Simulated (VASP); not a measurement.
# Zr (P6_3/mmc) in VASP: a series of runs, part 2 of 2

VASP 6.6.1.

## 3. Single point, PBEsol (25.15 Å³/atom)

This run uses another cell than the first one, of 25.15 Å³/atom.

INCAR

```
ALGO = Normal ; EDIFF = 1E-6
ENCUT = 520 ; GGA = PS
ISIF = 2 ; ISMEAR = -1
LASPH = T ; LCHARG = F
LREAL = F ; LWAVE = F
NBANDS = 32 ; NELM = 60
PREC = Accurate ; SIGMA = 0.1
```

KPOINTS

```
k-points
0
Gamma
  13 13 4
```

POSCAR

```
Zr
1.0
    3.2911352751      0.0000000000      0.0000000000
   -1.6455676375      2.8502067555      0.0000000000
    0.0000000000      0.0000000000     10.7251445198
Zr
4
Direct
    1.0000000000      0.0000000000      0.0000000000
    0.0000000000      0.0000000000      0.5000000000
    0.3333333333      0.6666666667      0.2500000000
    0.6666666667      0.3333333333      0.7500000000
```

Potentials or basis: VASP PAW PBE potentials, release 64 (Zr_sv).

Launch:

```console
$ cat potpaw_PBE.64/Zr_sv/POTCAR > POTCAR
$ mpirun -np 1 vasp_std > vasp.out
```

OUTCAR:

```text
EDIFF = 1E-6
   ENCUT = 520
   GGA = PS
   ISIF = 2
   ISMEAR = -1
   LASPH = T
   LREAL = F
   NELM = 60
   PREC = Accurate

 ion  position               nearest neighbor table
   1  0.000  0.000  0.000-   3 3.29   4 3.29   3 3.29   4 3.29   4 3.29   3 3.29
   2  0.000  0.000  0.500-   3 3.29   4 3.29   3 3.29   4 3.29   4 3.29   3 3.29
   3  0.333  0.667  0.250-   1 3.29   2 3.29   1 3.29   2 3.29   1 3.29   2 3.29
   4  0.667  0.333  0.750-   1 3.29   2 3.29   1 3.29   2 3.29   1 3.29   2 3.29

  LATTYP: Found a hexagonal cell.
 ALAT       =     3.2911352751
 C/A-ratio  =     3.2587978382

  Lattice vectors:

 A1 = (   3.2911352751,   0.0000000000,   0.0000000000)
 A2 = (  -1.6455676375,   2.8502067555,   0.0000000000)
 A3 = (   0.0000000000,   0.0000000000,  10.7251445198)

Analysis of symmetry for initial positions (statically):
=====================================================================
 Subroutine PRICEL returns:
 Original cell was already a primitive cell.

 Routine SETGRP: Setting up the symmetry group for a
 hexagonal supercell.

 Subroutine GETGRP returns: Found 24 space group operations
 (whereof 12 operations were pure point group operations)
 out of a pool of 24 trial point group operations.

The static configuration has the point symmetry D_3d.
 The point group associated with its full space group is D_6h.

Analysis of symmetry for dynamics (positions and initial velocities):
=====================================================================
 Subroutine PRICEL returns:
 Original cell was already a primitive cell.

 Routine SETGRP: Setting up the symmetry group for a
 hexagonal supercell.

 Subroutine GETGRP returns: Found 24 space group operations
 (whereof 12 operations were pure point group operations)
 out of a pool of 24 trial point group operations.

The dynamic configuration has the point symmetry D_3d.
 The point group associated with its full space group is D_6h.
[... 114 lines left out ...]
   NELECT =      48.0000    total number of electrons
   NUPDOWN=      -1.0000    fix difference up-down
   EMIN   =  10.00;   EMAX   =-10.00  energy-range for DOS
   EFERMI =   0.00;   METHOD = LEGACY
   ISMEAR =    -1;   SIGMA  =   0.10  broadening in eV -4-tet -1-fermi 0-gaus
   EFERMI_NEDOS =   21; number of points for ismear=-14 and -15
   IALGO  =     38    algorithm
   IMIX   =      4    mixing-type and parameters
     AMIX     =   0.40;   BMIX     =  1.00
     AMIX_MAG =   1.60;   BMIX_MAG =  1.00
  volume/ion in A,a.u.               =      25.15       169.73
  Fermi-wavevector in a.u.,A,eV,Ry     =   1.279225  2.417384 22.264788  1.636416
  Thomas-Fermi vector in A             =   2.411722
   LORBIT       =      0    0 simple, 1 ext, 2 COOP (PROOUT), +10 PAW based schemes
   GGA     = PS    functional components
   LHFCALC =     F    Hartree Fock is set to
   AEXX    =    0.0000 exact exchange contribution
   IVDW    =     0    specifies the selected vdW correction
   LEPSILON=     F    determine dielectric tensor
   LRPA    =     F    only Hartree local field effects (RPA)
 non-spin polarized calculation
  energy-cutoff  :      520.00
  volume of cell :      100.61
 maximum number of plane-waves:      2734
   NGX = 13   NGY = 13   NGZ = 39

 number of electron      47.9999999 magnetization

 Free energy of the ion-electron system (eV)
  ---------------------------------------------------
  ext. energy  EPLUGINS =         0.00000000
  ---------------------------------------------------
  free energy    TOTEN  =       -35.92524420 eV

  energy without entropy =      -35.70116609  energy(sigma->0) =      -35.81320515

 E-fermi :   7.9430     XC(G=0): -10.8546

 val. band max:        7.9325486031   @ k =   0.3077   0.3077   0.2500
 cond. band min:       7.9452474856   @ k =   0.4615  -0.0000   0.0000
 fundamental gap:      0.0126988825
 Fermi energy:         7.9429589876

 k-point     1 :       0.0000    0.0000    0.0000
  band No.  band energies     occupation
      1     -40.8525      2.00000
      2     -40.8087      2.00000
      3     -40.7930      2.00000
      4     -40.7485      2.00000
      5     -19.2454      2.00000
      6     -18.8873      2.00000
[... 829 lines left out ...]
     31       9.5292      0.00000
     32       9.6542      0.00000

 [... further k-points ...]
[... 5 lines left out ...]
  --------------------------------------------------------------------------------------
  -------------------------------------------------------------------------------------
  Total       -5.4372946     -5.4372946     -5.9352408     -0.0000000      0.0000000      0.0000000
  in kB      -86.5900901    -86.5900901    -94.5199915     -0.0000000      0.0000000      0.0000000
  external PRESSURE =     -89.2333906 kB  Pullay stress =       0.0000000 kB

 VOLUME and BASIS-vectors are now :
 -----------------------------------------------------------------------------
  energy-cutoff  :      520.00
  volume of cell :      100.61
      direct lattice vectors                 reciprocal lattice vectors
     3.291135275  0.000000000  0.000000000     0.303846520  0.175425870  0.000000000
    -1.645567637  2.850206755  0.000000000     0.000000000  0.350851740  0.000000000
     0.000000000  0.000000000 10.725144520     0.000000000  0.000000000  0.093238837

 POSITION                                       TOTAL-FORCE (eV/Angst)
 -----------------------------------------------------------------------------------
      0.00000      0.00000      0.00000         0.000000      0.000000     -0.000000
      0.00000      0.00000      5.36257         0.000000      0.000000     -0.000000
     -0.00000      1.90014      2.68129         0.000000     -0.000000     -0.000000
      1.64557      0.95007      8.04386        -0.000000      0.000000      0.000000
 -----------------------------------------------------------------------------------
    total drift:                               -0.000000      0.000000     -0.000000

  FREE ENERGIE OF THE ION-ELECTRON SYSTEM (eV)
  ---------------------------------------------------
  free  energy   TOTEN  =       -35.9252442024 eV

  energy  without entropy=      -35.7011660929  energy(sigma->0) =      -35.81320515
```

It took 3 min on 1 thread of Intel Xeon Platinum 8488C (Sapphire Rapids), shared host; peak memory 0.28 GiB.

What came out:

- Free energy: -35.9252 eV
- Pressure: -8.9 GPa
- Band gap on the k mesh: zero (bands 24 and 25 overlap by 1.30 eV)

Levels at points of the mesh, in eV from the Fermi level:
| k point | band 20 | band 21 | band 22 | band 23 | band 24 | band 25 | band 26 | band 27 | band 28 | band 29 |
| --- | --- | --- | --- | --- | --- | --- | --- | --- | --- | --- |
| (0.00, 0.00, 0.00) | -2.78 | 0.02 | 0.05 | 0.78 | 0.78 | 0.85 | 0.88 | 0.88 | 0.92 | 1.21 |
| (0.00, 0.00, 0.50) | -2.96 | 0.26 | 0.26 | 0.57 | 0.57 | 0.92 | 0.92 | 0.92 | 0.92 | 1.14 |

Caveat: the cell stands under tension; the PAW data sets were made with another functional, which shifts forces and pressure a little.
